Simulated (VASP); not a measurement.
Wanted: the native input for a VASP 6.6.1 run.

```
Task                   : relaxation of cell and atoms
Functional             : r2SCAN
Potentials or basis    : VASP PAW PBE potentials, release 64 (Au)
Cutoff                 : 600 eV
k mesh                 : 18 × 18 × 18
Occupations            : gaussian, width 0.1 eV
Spin                   : no spin polarisation
Target pressure        : -3 GPa
Dipole correction      : no
Further INCAR settings : ALGO = Normal; EDIFF = 1e-07; IBRION = 2; EDIFFG = -0.008; NSW = 70; ISIF = 3
```

Crystal: Au.

```
CELL_PARAMETERS angstrom
0.00000 2.08167 2.08167
2.08167 0.00000 2.08167
2.08167 2.08167 0.00000
ATOMIC_POSITIONS crystal
Au 0.00000 0.00000 0.00000
```

One way to write it, as run:

POSCAR

```
Au
1.0
    0.0000000000      2.0816657776      2.0816657776
    2.0816657776      0.0000000000      2.0816657776
    2.0816657776      2.0816657776      0.0000000000
Au
1
Direct
    0.0000000000      0.0000000000      0.0000000000
```

INCAR.step1

```
SYSTEM = Au
PREC = Accurate
ENCUT = 600
ISMEAR = 0
SIGMA = 0.1
LREAL = .False.
LASPH = .True.
NELM = 100
GGA = PE
ALGO = Normal
EDIFF = 1E-4
LWAVE = .True.
LCHARG = .False.
```

INCAR.step2

```
SYSTEM = Au
PREC = Accurate
ENCUT = 600
EDIFF = 1E-7
ISMEAR = 0
SIGMA = 0.1
LREAL = .False.
LASPH = .True.
NELM = 100
ALGO = Normal
ISIF = 3
LWAVE = .False.
LCHARG = .False.
METAGGA = R2SCAN
LMIXTAU = .True.
IBRION = 2
NSW = 70
EDIFFG = -0.008
PSTRESS = -30.0
ISTART = 1
```

KPOINTS

```
Automatic mesh
0
Gamma
  18 18 18
  0 0 0
```

Potentials or basis: VASP PAW PBE potentials, release 64 (Au).

The run is started by

```bash
$ cat potpaw_PBE.64/Au/POTCAR > POTCAR
$ cp INCAR.step1 INCAR
$ mpirun -np 1 vasp_std > vasp.out
$ cp INCAR.step2 INCAR
$ mpirun -np 1 vasp_std > vasp.out
```

It gave:

| Quantity | Value |
| --- | --- |
| Relaxed volume | 17.94 Å³/atom |
| Relaxed cell | a = 2.938 Å, b = 2.938 Å, c = 2.938 Å, α = 60.00°, β = 60.00°, γ = 60.00° |
| Space group after relaxing (to 0.1 Å) | Fm-3m (No. 225) |
| Energy change on relaxing (the run minimises the enthalpy) | -2.2 meV/atom |
| Ionic steps | 3 |
| Pressure after relaxing | -3.0 GPa |
| Band gap on the k mesh | zero (an odd number of electrons rules out a gap without spin polarisation) |

Caveat: the cell is relaxed towards a set pressure, so the run minimises the enthalpy, not the energy; the PAW data sets were made with another functional, which shifts forces and pressure a little; spin-orbit coupling is left out, which moves the levels of the heavy elements.

Run time: 7.2 min on 1 thread of AMD EPYC 7R13, with other jobs on the host, peak memory 0.16 GiB.
